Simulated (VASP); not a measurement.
Pd:

```
Pd
1.0
     1.38965    2.40694    0.00000
    -1.38965    2.40694    0.00000
     0.00000    0.00000    4.41994
Pd
2
Direct
  0.33330 0.33340 0.25000
  0.66660 0.66670 0.75000
```

This isn't the form of Pd at room conditions, which is fcc.

Base run:

- Program: VASP 6.6.1
- Functional: PBE
- Potentials or basis: VASP PAW PBE potentials, release 64 (Pd)
- Cutoff: 520 eV
- k mesh: 9 × 9 × 5
- Occupations: fermi-dirac, width 0.0202 eV
- Spin: non-collinear spin, typed start, spin-orbit coupling
- Starting moments: [[0.0, 0.0, 1.0], [-0.0, -0.0, -1.0]] μB

Its results: net moment 0.00 μB per cell.

Task: The run is repeated on the same cell with these changes: further incar settings from ALGO = Normal; EDIFF = 1e-06 to ALGO = Normal; EDIFF = 1e-06; NBANDS = 32; moments at the start from [0.0, 0.0, 1.0, -0.0, -0.0, -1.0] to [0.0, 0.0, 1.0, 0.0, 0.0, 1.0]. What comes out?

Result: Net moment 0.89 μB per cell.
